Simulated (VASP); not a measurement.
**Mo: single point with PBEsol**

Crystal: Mo.

```
CELL_PARAMETERS angstrom
2.82448 -0.01805 -0.04836
-1.42787 2.31755 0.01455
-0.04517 -0.01038 2.53733
ATOMIC_POSITIONS crystal
Mo 0.00000 0.00000 0.50000
```

```json
{
 "Program": "VASP 6.6.1",
 "Task": "single point",
 "Functional": "PBEsol",
 "Potentials or basis": "VASP PAW PBE potentials, release 64 (Mo_sv)",
 "Cutoff": "520 eV",
 "k mesh": "6 × 7 × 6",
 "Occupations": "fermi-dirac, width 0.05 eV",
 "Spin": "no spin polarisation",
 "Dipole correction": "no",
 "Further INCAR settings": "ALGO = Normal; EDIFF = 1e-07; NBANDS = 13"
}
```

The pressure is -4.7 GPa and the band gap on the k mesh is zero (band 7 reaches 12.38 eV, above the bottom of band 8 at 10.73 eV).

Stress tensor (GPa, compression positive):
```
  3.33   1.72  -2.98
  1.72  -3.66  -1.35
 -2.98  -1.35 -13.88
```

Levels at points of the mesh, in eV from the Fermi level:
| k point | band 4 | band 5 | band 6 | band 7 | band 8 | band 9 | band 10 | band 11 |
| --- | --- | --- | --- | --- | --- | --- | --- | --- |
| (0.00, 0.00, 0.00) | -34.30 | -7.00 | -4.50 | -1.73 | -0.45 | 3.87 | 4.10 | 12.75 |
| (0.50, 0.00, 0.00) | -34.16 | -5.08 | -3.40 | 0.71 | 0.97 | 3.43 | 4.01 | 9.83 |
| (0.00, 0.00, 0.50) | -34.21 | -3.88 | -0.85 | -0.07 | 0.28 | 0.48 | 0.73 | 10.16 |
| (0.50, 0.00, 0.50) | -34.53 | -5.55 | -3.51 | -0.57 | 4.33 | 6.03 | 6.06 | 7.05 |

It took 15 s on 1 thread of Intel(R) Xeon(R) Platinum 8259CL CPU @ 2.50GHz (Skylake/Cascade Lake) (shared host), peak memory 0.14 GiB.

Caveat: the k points lie up to 0.44 Å⁻¹ apart; the PAW data sets were made with another functional, which shifts forces and pressure a little.
